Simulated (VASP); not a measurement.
# Ag (P6_3/mmc) in VASP: further runs

Ag is run at these levels: PBE; tasks: single point, relaxation of the atoms.

All numbers are computed with VASP 6.6.1; they aren't measurements. Logs are shortened: lines on timing, memory, paths and dates and some standing lists are left out, and cuts for length are marked.

**1. The cell of the first run**

Symmetry: P6_3/mmc, No. 194, hexagonal system. The conventional cell has a = 2.987 Å, b = 2.987 Å, c = 4.884 Å, α = 90.00°, β = 90.00°, γ = 120.00°. Ag (site symmetry -6m2) has 12 Ag at 2.99 Å within 3.9 Å.

This isn't the form of Ag at room conditions, which is fcc.

**2. Single point, PBE (18.87 Å³/atom)**

INCAR reads:

```
SYSTEM = Ag
PREC     = Accurate       ! precision mode
ENCUT    = 520            ! plane-wave cutoff, eV
EDIFF    = 1E-6           ! SCF threshold, eV
ISMEAR   = -1             ! smearing method
SIGMA    = 0.05           ! smearing width, eV
LREAL    = .FALSE.        ! projectors in reciprocal space
LASPH    = .TRUE.         ! aspherical terms in the spheres
NELM     = 60             ! most SCF steps
ALGO     = Normal         ! electronic algorithm
ISIF     = 2              ! what is computed and relaxed
LWAVE    = .FALSE.        ! write WAVECAR
LCHARG   = .FALSE.        ! write CHGCAR
GGA      = PE             ! functional
NBANDS   = 18             ! bands
```

KPOINTS reads:

```
regular mesh
0
G
  18 18 10
  0 0 0
```

POSCAR reads:

```
Ag
1.0
    2.9874655697      0.0000000000      0.0000000000
   -1.4937327848      2.5872210763      0.0000000000
    0.0000000000      0.0000000000      4.8839454194
Ag
2
Direct
    0.3333333333      0.6666666667      0.2500000000
    0.6666666667      0.3333333333      0.7500000000
```

Potentials or basis: VASP PAW PBE potentials, release 64 (Ag).

Launch:

```sh
cat potpaw_PBE.64/Ag/POTCAR > POTCAR
mpirun -np 1 vasp_std > vasp.out
```

OUTCAR:

```text
SYSTEM = Ag
   PREC = Accurate
   ENCUT = 520
   EDIFF = 1E-6
   ISMEAR = -1
   LREAL = .FALSE.
   LASPH = .TRUE.
   NELM = 60
   ISIF = 2
   GGA = PE

 ion  position               nearest neighbor table
   1  0.333  0.667  0.250-   2 2.99   2 2.99   2 2.99   2 2.99   2 2.99   2 2.99
   2  0.667  0.333  0.750-   1 2.99   1 2.99   1 2.99   1 2.99   1 2.99   1 2.99

  LATTYP: Found a hexagonal cell.
 ALAT       =     2.9874655697
 C/A-ratio  =     1.6348122867

  Lattice vectors:

 A1 = (   2.9874655697,   0.0000000000,   0.0000000000)
 A2 = (  -1.4937327848,   2.5872210763,   0.0000000000)
 A3 = (   0.0000000000,   0.0000000000,   4.8839454194)

Analysis of symmetry for initial positions (statically):
=====================================================================
 Subroutine PRICEL returns:
 Original cell was already a primitive cell.

 Routine SETGRP: Setting up the symmetry group for a
 hexagonal supercell.

 Subroutine GETGRP returns: Found 24 space group operations
 (whereof 12 operations were pure point group operations)
 out of a pool of 24 trial point group operations.

The static configuration has the point symmetry D_3d.
 The point group associated with its full space group is D_6h.

Analysis of symmetry for dynamics (positions and initial velocities):
=====================================================================
 Subroutine PRICEL returns:
 Original cell was already a primitive cell.

 Routine SETGRP: Setting up the symmetry group for a
 hexagonal supercell.

 Subroutine GETGRP returns: Found 24 space group operations
 (whereof 12 operations were pure point group operations)
 out of a pool of 24 trial point group operations.

The dynamic configuration has the point symmetry D_3d.
 The point group associated with its full space group is D_6h.

 Subroutine INISYM returns: Found 24 space group operations
 (whereof 12 operations are pure point group operations),
 and found     1 'primitive' translations

----------------------------------------------------------------------------------------

                                     Primitive cell

  volume of cell :      37.7492

  direct lattice vectors                    reciprocal lattice vectors
     2.987465570  0.000000000  0.000000000     0.334731891  0.193257547  0.000000000
    -1.493732785  2.587221076  0.000000000     0.000000000  0.386515095  0.000000000
     0.000000000  0.000000000  4.883945419     0.000000000  0.000000000  0.204752493

  length of vectors
     2.987465570  2.987465570  4.883945419     0.386515095  0.386515095  0.204752493

  position of ions in fractional coordinates (direct lattice)
     0.333333333  0.666666667  0.250000000
     0.666666667  0.333333333  0.750000000

  ion indices of the primitive-cell ions
   primitive index   ion index
                 1           1
                 2           2

----------------------------------------------------------------------------------------

 KPOINTS: regular mesh

Automatic generation of k-mesh.
 Grid dimensions read from file:
 generate k-points for:   18   18   10

 Generating k-lattice:

  Cartesian coordinates                     Fractional coordinates (reciprocal lattice)
     0.018596216  0.010736530  0.000000000     0.055555556 -0.000000000  0.000000000
     0.000000000  0.021473061  0.000000000     0.000000000  0.055555556  0.000000000
     0.000000000  0.000000000  0.020475249     0.000000000  0.000000000  0.100000000

  Length of vectors
     0.021473061  0.021473061  0.020475249

  Shift w.r.t. Gamma in fractional coordinates (k-lattice)
     0.000000000  0.000000000  0.000000000

 Subroutine IBZKPT returns following result:
 ===========================================

 Found    222 irreducible k-points:

 Following reciprocal coordinates:
            Coordinates               Weight
  0.000000  0.000000  0.000000      1.000000
  0.055556  0.000000  0.000000      6.000000
  0.111111  0.000000  0.000000      6.000000
  0.166667  0.000000  0.000000      6.000000
  0.222222 -0.000000  0.000000      6.000000
  0.277778  0.000000  0.000000      6.000000
[... 16 lines left out ...]
  0.333333  0.111111  0.000000     12.000000
  0.388889  0.111111  0.000000     12.000000
 [... further k-points ...]
   k-points           NKPTS =    222   k-points in BZ     NKDIM =    222   number of bands    NBANDS=     18
   number of dos      NEDOS =    301   number of ions     NIONS =      2
   total plane-waves  NPLWV =  20736
   dimension x,y,z NGX =    24 NGY =   24 NGZ =   36
   dimension x,y,z NGXF=    48 NGYF=   48 NGZF=   72
   ions per type =               2
   NGX,Y,Z   is equivalent  to a cutoff of  13.36, 13.36, 12.25 a.u.
   NGXF,Y,Z  is equivalent  to a cutoff of  26.71, 26.71, 24.51 a.u.
 SYSTEM =  Ag
   PREC   = accura    normal or accurate (medium, high low for compatibility)
   ISTART =      0    job   : 0-new  1-cont  2-samecut
   ICHARG =      2    charge: 1-file 2-atom 10-const
   ISPIN  =      1    spin polarized calculation?
   LNONCOLLINEAR =      F non collinear calculations
   LSORBIT =      F    spin-orbit coupling
   LASPH  =      T    aspherical Exc in radial PAW
   ENCUT  =  520.0 eV  38.22 Ry    6.18 a.u.   5.55  5.55  9.08*2*pi/ulx,y,z
   NELM   =     60;   NELMIN=  2; NELMDL= -5     # of ELM steps
   EDIFF  = 0.1E-05   stopping-criterion for ELM
   LREAL  =      F    real-space projection
[... 7 lines left out ...]
   TEBEG  =    0.0;   TEEND  =   0.0 temperature during run
   PSTRESS=    0.0 pullay stress
   NELECT =      22.0000    total number of electrons
   NUPDOWN=      -1.0000    fix difference up-down
   EMIN   =  10.00;   EMAX   =-10.00  energy-range for DOS
   EFERMI =   0.00;   METHOD = LEGACY
   ISMEAR =    -1;   SIGMA  =   0.05  broadening in eV -4-tet -1-fermi 0-gaus
   EFERMI_NEDOS =   21; number of points for ismear=-14 and -15
   IALGO  =     38    algorithm
   IMIX   =      4    mixing-type and parameters
     AMIX     =   0.40;   BMIX     =  1.00
     AMIX_MAG =   1.60;   BMIX_MAG =  1.00
  volume/ion in A,a.u.               =      18.87       127.37
  Fermi-wavevector in a.u.,A,eV,Ry     =   1.367456  2.584117 25.442016  1.869935
  Thomas-Fermi vector in A             =   2.493507
   LORBIT       =      0    0 simple, 1 ext, 2 COOP (PROOUT), +10 PAW based schemes
   GGA     = PE    functional components
   LHFCALC =     F    Hartree Fock is set to
   AEXX    =    0.0000 exact exchange contribution
   IVDW    =     0    specifies the selected vdW correction
   LEPSILON=     F    determine dielectric tensor
   LRPA    =     F    only Hartree local field effects (RPA)
 non-spin polarized calculation
  energy-cutoff  :      520.00
  volume of cell :       37.75
 maximum number of plane-waves:      1039
 NGX is ok and might be reduce to    24
   NGX = 11   NGY = 11   NGZ = 19

 number of electron      21.9999990 magnetization

 Free energy of the ion-electron system (eV)
  ---------------------------------------------------
  ext. energy  EPLUGINS =         0.00000000
  ---------------------------------------------------
  free energy    TOTEN  =        -5.40128376 eV

  energy without entropy =       -5.39548159  energy(sigma->0) =       -5.39838267

 E-fermi :   7.0975     XC(G=0): -11.6120

 val. band max:        7.0973125687   @ k =   0.1667   0.0556   0.2000
 cond. band min:       7.1059600471   @ k =   0.3889   0.1111   0.3000
 fundamental gap:      0.0086474784
 Fermi energy:         7.0974544378

 k-point     1 :       0.0000    0.0000    0.0000
  band No.  band energies     occupation
      1       0.0445      2.00000
      2       1.2939      2.00000
      3       2.6250      2.00000
      4       2.7110      2.00000
      5       2.7110      2.00000
      6       2.9070      2.00000
[... 10 lines left out ...]
     17      24.2240      0.00000
     18      24.4735      0.00000

 k-point     2 :       0.0556    0.0000    0.0000
  band No.  band energies     occupation
      1       0.1238      2.00000
      2       1.3380      2.00000
      3       2.5762      2.00000
      4       2.7497      2.00000
      5       2.7577      2.00000
      6       2.8925      2.00000
[... 10 lines left out ...]
     17      24.3060      0.00000
     18      24.9278      0.00000

 k-point     3 :       0.1111    0.0000    0.0000
  band No.  band energies     occupation
      1       0.3552      2.00000
      2       1.4579      2.00000
      3       2.4899      2.00000
      4       2.8147      2.00000
      5       2.8627      2.00000
      6       2.8923      2.00000
[... 10 lines left out ...]
     17      24.5086      0.00000
     18      25.3651      0.00000

 k-point     4 :       0.1667    0.0000    0.0000
  band No.  band energies     occupation
      1       0.7133      2.00000
      2       1.6087      2.00000
      3       2.4142      2.00000
      4       2.7775      2.00000
      5       2.8319      2.00000
      6       3.0327      2.00000
[... 375 lines left out ...]
      4       2.6641      2.00000
      5       2.7014      2.00000
      6       2.9178      2.00000
[... 10 lines left out ...]
     17      19.8594      0.00000
     18      22.2989      0.00000

 k-point    23 :       0.3333    0.1111    0.0000
  band No.  band energies     occupation
      1       1.5937      2.00000
      2       1.8123      2.00000
      3       1.8168      2.00000
      4       2.6281      2.00000
      5       2.9702      2.00000
      6       2.9830      2.00000
[... 10 lines left out ...]
     17      18.5742      0.00000
     18      21.9001      0.00000

 k-point    24 :       0.3889    0.1111    0.0000
  band No.  band energies     occupation
      1       1.5252      2.00000
      2       1.7137      2.00000
      3       1.7955      2.00000
      4       2.6122      2.00000
      5       2.9173      2.00000
      6       3.0744      2.00000
[... 10 lines left out ...]
     17      17.4716      0.00000
     18      21.6595      0.00000

 [... further k-points ...]

------------------------ aborting loop because EDIFF is reached ----------------------------------------

  FORCE on cell =-STRESS in cart. coord.  units (eV):
  Direction    XX          YY          ZZ          XY          YZ          ZX
  --------------------------------------------------------------------------------------
  -------------------------------------------------------------------------------------
  Total       -1.0013197     -1.0013197     -0.9843229     -0.0000000      0.0000000      0.0000000
  in kB      -42.4987421    -42.4987421    -41.7773528     -0.0000000      0.0000000      0.0000000
  external PRESSURE =     -42.2582790 kB  Pullay stress =       0.0000000 kB

 VOLUME and BASIS-vectors are now :
 -----------------------------------------------------------------------------
  energy-cutoff  :      520.00
  volume of cell :       37.75
      direct lattice vectors                 reciprocal lattice vectors
     2.987465570  0.000000000  0.000000000     0.334731891  0.193257547  0.000000000
    -1.493732785  2.587221076  0.000000000     0.000000000  0.386515095  0.000000000
     0.000000000  0.000000000  4.883945419     0.000000000  0.000000000  0.204752493

 POSITION                                       TOTAL-FORCE (eV/Angst)
 -----------------------------------------------------------------------------------
     -0.00000      1.72481      1.22099        -0.000000      0.000000      0.000000
      1.49373      0.86241      3.66296         0.000000     -0.000000      0.000000
 -----------------------------------------------------------------------------------
    total drift:                                0.000000     -0.000000      0.000000

  FREE ENERGIE OF THE ION-ELECTRON SYSTEM (eV)
  ---------------------------------------------------
  free  energy   TOTEN  =        -5.4012837563 eV

  energy  without entropy=       -5.3954815860  energy(sigma->0) =       -5.39838267
```

Wall time 31 s (1 thread of Intel Xeon 6975P-C (Granite Rapids), shared host); peak memory 0.24 GiB.

Results:

```yaml
Free_energy: -5.4013 eV
Pressure: -4.2 GPa
Band_gap_on_the_k_mesh: zero (bands 11 and 12 overlap by 7.16 eV)
```

Caveat: the cell stands under tension.

**3. Relaxation of the atoms, PBE (z stretched by +1 %)**

INCAR reads:

```
ALGO = Normal ; EDIFF = 1E-7
EDIFFG = -0.02 ; ENCUT = 450
GGA = PE ; GGA_COMPAT = False
IBRION = 2 ; ISIF = 2
ISMEAR = -1 ; LASPH = True
LCHARG = False ; LREAL = False
LWAVE = False ; NELM = 120
NELMIN = 4 ; NSW = 80
PREC = Accurate ; SIGMA = 0.05
```

KPOINTS reads:

```
k-points
0
Gamma
  18 18 10
```

POSCAR reads:

```
Ag
1.0
    2.9300000000      0.0000000000      0.0000000000
   -1.4650000000      2.5374544331      0.0000000000
    0.0000000000      0.0000000000      4.8379000000
Ag
2
Direct
    0.3333333333      0.6666666667      0.2500000000
    0.6666666667      0.3333333333      0.7500000000
```

Potentials or basis: VASP PAW PBE potentials, release 64 (Ag).

Launch:

```sh
cat potpaw_PBE.64/Ag/POTCAR > POTCAR
mpirun -np 1 vasp_std > vasp.out
```

Wall time 2 min (1 thread of Intel Xeon 8259CL, shared host); peak memory 0.2 GiB.

It converged, with:

| Quantity | Value |
| --- | --- |
| Free energy | -5.4280 eV |
| Pressure after relaxing | -0.5 GPa |
| Band gap on the k mesh | zero (bands 11 and 12 overlap by 7.37 eV) |

Stress tensor (GPa, compression positive):
```
-0.29  0.00  0.00
 0.00 -0.29  0.00
 0.00  0.00 -0.94
```

Final structure:
```yaml
crystal:
  lattice:
    - [2.93000, 0.00000, 0.00000]
    - [-1.46500, 2.53745, 0.00000]
    - [0.00000, 0.00000, 4.83790]
  atoms:
    - { symbol: Ag, position: [0.33333, 0.66667, 0.25000] }
    - { symbol: Ag, position: [0.66667, 0.33333, 0.75000] }
```

Levels at points of the mesh, in eV from the Fermi level:
| k point | band 8 | band 9 | band 10 | band 11 | band 12 | band 13 | band 14 | band 15 |
| --- | --- | --- | --- | --- | --- | --- | --- | --- |
| (0.00, 0.00, 0.00) | -3.96 | -3.96 | -3.07 | -3.07 | -0.32 | 3.18 | 15.59 | 17.16 |
| (0.50, 0.00, 0.00) | -2.92 | -2.92 | -2.81 | 0.16 | 1.48 | 6.60 | 6.89 | 8.87 |
| (0.00, 0.00, 0.50) | -4.36 | -3.36 | -3.36 | -3.36 | -3.36 | 10.53 | 10.53 | 15.93 |
| (0.50, 0.00, 0.50) | -3.10 | -2.85 | -2.85 | 0.85 | 0.85 | 4.33 | 4.33 | 13.28 |

Caveat: the cell differs from its parent crystal (z stretched by +1 %); the relaxation stopped at its first step, so nothing moved.

**4. Single point, PBE (z stretched by -3 %, then relaxed in part)**

INCAR reads:

```
PREC = Accurate ; ENCUT = 520
EDIFF = 1E-6 ; ISMEAR = -1
SIGMA = 0.05 ; LREAL = F
LASPH = T ; NELM = 60
ALGO = Normal ; ISIF = 2
LWAVE = F ; LCHARG = T
GGA = PE ; LELF = T
LVHAR = T ; NBANDS = 18
```

KPOINTS reads:

```
Automatic mesh
0
Gamma
  18 18 10
```

POSCAR, as its differences from that of step 3:

```diff
@@ -4,3 +4,3 @@
    -1.4650000000      2.5374544331      0.0000000000
-    0.0000000000      0.0000000000      4.8379000000
+    0.0000000000      0.0000000000      4.6463000000
 Ag
```

Launch:

```sh
cat potpaw_PBE.64/Ag/POTCAR > POTCAR
mpirun -np 1 vasp_std > vasp.out
```

Run time: 2.3 min. Hardware: 1 thread of Intel Xeon 8259CL, shared host; peak memory 0.24 GiB.

It converged, with:

- Free energy: -5.4094 eV
- Pressure: 3.5 GPa
- Band gap on the k mesh: zero (bands 11 and 12 overlap by 7.33 eV)

Stress tensor (GPa, compression positive):
```
2.48 0.00 0.00
0.00 2.48 0.00
0.00 0.00 5.49
```

Levels at points of the mesh, in eV from the Fermi level:
| k point | band 8 | band 9 | band 10 | band 11 | band 12 | band 13 | band 14 | band 15 |
| --- | --- | --- | --- | --- | --- | --- | --- | --- |
| (0.00, 0.00, 0.00) | -4.20 | -4.20 | -3.10 | -3.10 | -0.14 | 3.93 | 15.40 | 17.66 |
| (0.50, 0.00, 0.00) | -3.05 | -2.89 | -2.86 | 0.02 | 1.39 | 7.03 | 7.24 | 9.49 |
| (0.00, 0.00, 0.50) | -4.44 | -3.40 | -3.40 | -3.40 | -3.40 | 11.69 | 11.69 | 15.76 |
| (0.50, 0.00, 0.50) | -3.15 | -2.94 | -2.94 | 0.75 | 0.75 | 4.46 | 4.46 | 13.32 |

Caveat: the cell differs from its parent crystal (z stretched by -3 %, then relaxed in part); the cell stands under pressure.

**5. Relaxation of the atoms, PBE (z stretched by -3 %)**

INCAR reads:

```
SYSTEM = Ag
  PREC = Accurate
  ENCUT = 520
  EDIFF = 1E-7
  ISMEAR = -1
  SIGMA = 0.05
  LREAL = .False.
  LASPH = .True.
  NELM = 60
  ALGO = Normal
  ISIF = 2
  LWAVE = .False.
  LCHARG = .False.
  GGA = PE
  IBRION = 2
  NSW = 80
  EDIFFG = -0.02
```

KPOINTS reads:

```
Automatic mesh
0
Gamma
  18 18 10
  0 0 0
```

POSCAR is that of step 4.

Launch:

```sh
cat potpaw_PBE.64/Ag/POTCAR > POTCAR
mpirun -np 1 vasp_std > vasp.out
```

Wall time 35 s (1 thread of Intel Xeon 6975P-C (Granite Rapids), shared host); peak memory 0.22 GiB.

It converged, with:

```
Free energy             : -5.4094 eV
Pressure after relaxing : 3.5 GPa
Band gap on the k mesh  : zero (bands 11 and 12 overlap by 7.33 eV)
```

Stress tensor (GPa, compression positive):
```
2.48 0.00 0.00
0.00 2.48 0.00
0.00 0.00 5.49
```

Final structure:
```
Ag
1.0
     2.93000    0.00000    0.00000
    -1.46500    2.53745    0.00000
     0.00000    0.00000    4.64630
Ag
2
Cartesian
  0.0000 1.6916 1.1616
  1.4650 0.8458 3.4847
```

Levels at points of the mesh, in eV from the Fermi level:
| k point | band 9 | band 10 | band 11 | band 12 | band 13 | band 14 |
| --- | --- | --- | --- | --- | --- | --- |
| (0.00, 0.00, 0.00) | -4.20 | -3.10 | -3.10 | -0.14 | 3.93 | 15.40 |
| (0.50, 0.00, 0.00) | -2.89 | -2.86 | 0.02 | 1.39 | 7.03 | 7.24 |
| (0.00, 0.00, 0.50) | -3.40 | -3.40 | -3.40 | -3.40 | 11.69 | 11.69 |
| (0.50, 0.00, 0.50) | -2.94 | -2.94 | 0.75 | 0.75 | 4.46 | 4.46 |

Caveat: the cell differs from its parent crystal (z stretched by -3 %); the relaxation stopped at its first step, so nothing moved.

**6. Overview**

| task | cell | cutoff (eV) | gap on the mesh (eV) | pressure (GPa) |
| --- | --- | --- | --- | --- |
| single point | a = 2.987, b = 2.987, c = 4.884 Å, angles 90.0, 90.0, 120.0°, 2 atoms | 520 | none | -4.2 |
| relaxation of the atoms | atoms relaxed from a = 2.930, b = 2.930, c = 4.838 Å, angles 90.0, 90.0, 120.0°, 2 atoms | 450 | none | -0.5 |
| single point | a = 2.930, b = 2.930, c = 4.646 Å, angles 90.0, 90.0, 120.0°, 2 atoms | 520 | none | 3.5 |
| relaxation of the atoms | atoms relaxed from a = 2.930, b = 2.930, c = 4.646 Å, angles 90.0, 90.0, 120.0°, 2 atoms | 520 | none | 3.5 |

Alike in all rows: level PBE; potentials or basis VASP PAW PBE potentials, release 64 (Ag); no spin polarisation; k mesh 18 × 18 × 10; smearing fermi-dirac 0.05 eV.

Caveats: the relaxation stopped at its first step, so nothing moved (at least some runs); the cell stands under tension (at least some runs); the cell stands under pressure (at least some runs).

Absolute energies hang on the potentials; compare differences alone.
